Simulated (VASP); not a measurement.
Wanted: the native input for a VASP 6.6.1 run.

```yaml
Task: single point
Functional: LDA
Potentials_or_basis: VASP PAW LDA potentials, release 64 (Ba_sv, Ti_sv, O)
Cutoff: 600 eV
k_mesh: 8 × 8 × 8
Occupations: gaussian, width 0.02 eV
Spin: no spin polarisation
Dipole_correction: no
Further_INCAR_settings: ALGO = Normal; EDIFF = 1e-06; NBANDS = 28
```

The structure of BaTiO3 (eos) lies in POSCAR:

```
BaTiO3
1.0
    3.9344964454      0.0000000000      0.0000000000
    0.0000000000      3.9344964454      0.0000000000
    0.0000000000      0.0000000000      3.9344964454
Ba Ti O
1 1 3
Direct
    0.0000000000      0.0000000000      0.0000000000
    0.5000000000      0.5000000000      0.5000000000
    0.5000000000      0.5000000000      0.0000000000
    0.0000000000      0.5000000000      0.5000000000
    0.5000000000      0.0000000000      0.5000000000
```

The input as run:

INCAR

```
PREC = Accurate
ENCUT = 600
EDIFF = 1E-6
ISMEAR = 0
SIGMA = 0.02
LREAL = False
LASPH = True
NELM = 120
ALGO = Normal
ISIF = 2
LWAVE = False
LCHARG = False
GGA = CA
NBANDS = 28
GGA_COMPAT = False
```

KPOINTS

```
Automatic mesh
0
Gamma
  8 8 8
```

Potentials or basis: VASP PAW LDA potentials, release 64 (Ba_sv, Ti_sv, O).

The run is started by

```bash
$ cat potpaw_LDA.64/Ba_sv/POTCAR potpaw_LDA.64/Ti_sv/POTCAR potpaw_LDA.64/O/POTCAR > POTCAR
$ mpirun -np 1 vasp_std > vasp.out
```

Results of the run:

```json
{"Pressure": "2.4 GPa", "Band gap on the k mesh": "1.75 eV, indirect (least direct gap 1.84 eV)"}
```

Caveat: spin-orbit coupling is left out, which moves the levels of the heavy elements.

It took 68 s on 1 thread of Intel Xeon 8259CL, with other jobs on the host, peak memory 0.2 GiB.
